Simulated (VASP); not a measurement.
## KMgF3: single point with PBEsol

KMgF3:

```
CELL_PARAMETERS angstrom
3.99170 0.00000 0.00000
0.00000 3.99170 0.00000
0.00000 0.00000 3.99170
ATOMIC_POSITIONS crystal
K 0.50000 0.50000 0.50000
Mg 0.00000 0.00000 0.00000
F 0.50000 0.00000 0.00000
F 0.00000 0.50000 0.00000
F 0.00000 0.00000 0.50000
```

```json
{
 "Program": "VASP 6.6.1",
 "Task": "single point",
 "Functional": "PBEsol",
 "Potentials or basis": "VASP PAW PBE potentials, release 64 (K_sv, Mg, F)",
 "Cutoff": "520 eV",
 "k mesh": "6 × 6 × 6",
 "Occupations": "fermi-dirac, width 0.02 eV",
 "Spin": "no spin polarisation",
 "Dipole correction": "no",
 "Further INCAR settings": "ALGO = Normal; EDIFF = 1e-06; NBANDS = 24"
}
```

```
Pressure               : -0.4 GPa
Band gap on the k mesh : 7.09 eV (least direct gap 7.42 eV)
```

Levels at points of the mesh, in eV from the valence-band top:
```csv
k point,band 12,band 13,band 14,band 15,band 16,band 17,band 18,band 19,band 20,band 21
"(0.00, 0.00, 0.00)",-0.63,-0.63,-0.32,-0.32,-0.32,7.09,9.94,9.94,12.13,12.13
"(0.50, 0.00, 0.00)",-0.88,-0.87,-0.87,-0.53,-0.53,9.93,10.24,11.00,12.72,12.72
"(0.50, 0.50, 0.00)",-1.05,-1.05,-0.90,-0.90,-0.02,10.78,11.56,12.40,12.40,12.74
"(0.50, 0.50, 0.50)",-1.12,-1.12,0.00,0.00,0.00,10.29,10.29,10.29,13.76,14.07
```

It took 40 s on 1 thread of Intel Xeon 8259CL (shared host), peak memory 0.18 GiB.

Caveat: the PAW data sets were made with another functional, which shifts forces and pressure a little. A k mesh can miss the band edges.
